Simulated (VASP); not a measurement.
Input of a VASP 6.6.1 run:

The input POSCAR:

```
MgC62
1.0
    7.1076060000      0.0000000000      0.0000000000
    0.0000000000      7.1076060000      0.0000000000
    0.0000000000      0.0000000000      7.1076060000
C Mg
62 1
Direct
    0.9989580000      0.9987780000      0.9989390000
    0.9998280000      0.9996450000      0.4997390000
    0.9998280000      0.4995710000      0.9998110000
    0.9999180000      0.4991920000      0.4993560000
    0.4997560000      0.9996470000      0.9998100000
    0.4993730000      0.9997430000      0.4993540000
    0.4993730000      0.4991900000      0.9999040000
    0.1244250000      0.1242440000      0.1244060000
    0.1235540000      0.1233730000      0.6235990000
    0.1235530000      0.6234300000      0.1235350000
    0.1234650000      0.6238210000      0.6239870000
    0.6236160000      0.1233740000      0.1235350000
    0.6240030000      0.1232870000      0.6239850000
    0.6240030000      0.6238200000      0.1234470000
    0.2497820000      0.2496010000      0.0003710000
    0.2498870000      0.2497060000      0.5008680000
    0.2471630000      0.7499190000      0.0007910000
    0.2486100000      0.7496160000      0.4983110000
    0.7501000000      0.2469820000      0.0007940000
    0.7498010000      0.2484280000      0.4983080000
    0.7479560000      0.7477720000      0.9980950000
    0.7609870000      0.7608120000      0.4863170000
    0.3754200000      0.3752370000      0.1252490000
    0.3623900000      0.3622170000      0.6370030000
    0.3732660000      0.8760320000      0.1225500000
    0.3735740000      0.8745900000      0.6250340000
    0.8762130000      0.3730850000      0.1225480000
    0.8747720000      0.3733910000      0.6250350000
    0.8735910000      0.8734090000      0.1229650000
    0.8734970000      0.8733140000      0.6224630000
    0.2497830000      0.0002100000      0.2497650000
    0.2471610000      0.0006310000      0.7500820000
    0.2498880000      0.5007000000      0.2498690000
    0.2486030000      0.4981440000      0.7497840000
    0.7501000000      0.0006300000      0.2471440000
    0.7479560000      0.9979320000      0.7479390000
    0.7498030000      0.4981440000      0.2485860000
    0.7609880000      0.4861560000      0.7609720000
    0.3754220000      0.1250890000      0.3754040000
    0.3732660000      0.1223840000      0.8761940000
    0.3623910000      0.6368410000      0.3623710000
    0.3735730000      0.6248680000      0.8747510000
    0.8762120000      0.1223860000      0.3732490000
    0.8735890000      0.1228050000      0.8735730000
    0.8747690000      0.6248680000      0.3735560000
    0.8734980000      0.6222950000      0.8734810000
    0.0003890000      0.2496020000      0.2497660000
    0.0008110000      0.2469820000      0.7500830000
    0.0008110000      0.7499180000      0.2471430000
    0.9981130000      0.7477710000      0.7479370000
    0.5008860000      0.2497070000      0.2498690000
    0.4983270000      0.2484260000      0.7497820000
    0.4983290000      0.7496160000      0.2485910000
    0.4863390000      0.7608120000      0.7609690000
    0.1252660000      0.3752370000      0.3754040000
    0.1225640000      0.3730850000      0.8761950000
    0.1225680000      0.8760320000      0.3732470000
    0.1229830000      0.8734090000      0.8735720000
    0.6370260000      0.3622150000      0.3623690000
    0.6250520000      0.3733900000      0.8747530000
    0.6250500000      0.8745900000      0.3735540000
    0.6224810000      0.8733160000      0.8734810000
    0.5617100000      0.5615040000      0.5616980000
```

INCAR.step1

```
SYSTEM = MgC62
ALGO = Normal ; EDIFF = 1E-5
ENCUT = 520 ; GGA = PE
GGA_COMPAT = .False. ; ISIF = 2
ISMEAR = -1 ; ISYM = 0
LASPH = .True. ; LCHARG = .False.
LREAL = Auto ; LWAVE = .True.
NBANDS = 162 ; NELM = 120
PREC = Accurate ; SIGMA = 0.05
```

File INCAR.step2:

```
SYSTEM = MgC62
ALGO = Normal ; EDIFF = 1E-6
ENCUT = 520 ; GGA = PE
GGA_COMPAT = .False. ; HFSCREEN = 0.2079
ISIF = 2 ; ISMEAR = -1
ISTART = 1 ; ISYM = 0
LASPH = .True. ; LCHARG = .False.
LHFCALC = .True. ; LREAL = Auto
LWAVE = .False. ; NBANDS = 162
NELM = 120 ; PREC = Accurate
PRECFOCK = Fast ; SIGMA = 0.05
```

KPOINTS

```
Automatic mesh
0
Gamma
  1 1 1
  0.25 0.25 0.25
```

Potentials or basis: VASP PAW PBE potentials, release 64 (C, Mg).

The run is started by

```bash
$ cat potpaw_PBE.64/C/POTCAR potpaw_PBE.64/Mg/POTCAR > POTCAR
$ cp INCAR.step1 INCAR
$ mpirun -np 1 vasp_std > vasp.out
$ cp INCAR.step2 INCAR
$ mpirun -np 1 vasp_std > vasp.out
```

Q: Predict the largest force.

A: 0.328 eV/Å.

Q: Predict the band gap on the k mesh.

A: 0.11 eV.

Stress tensor (GPa, compression positive):
```
 5.39 -2.27 -2.27
-2.27  5.41 -2.27
-2.27 -2.27  5.40
```

Caveat: the PAW data sets were made with another functional, which shifts forces and pressure a little.
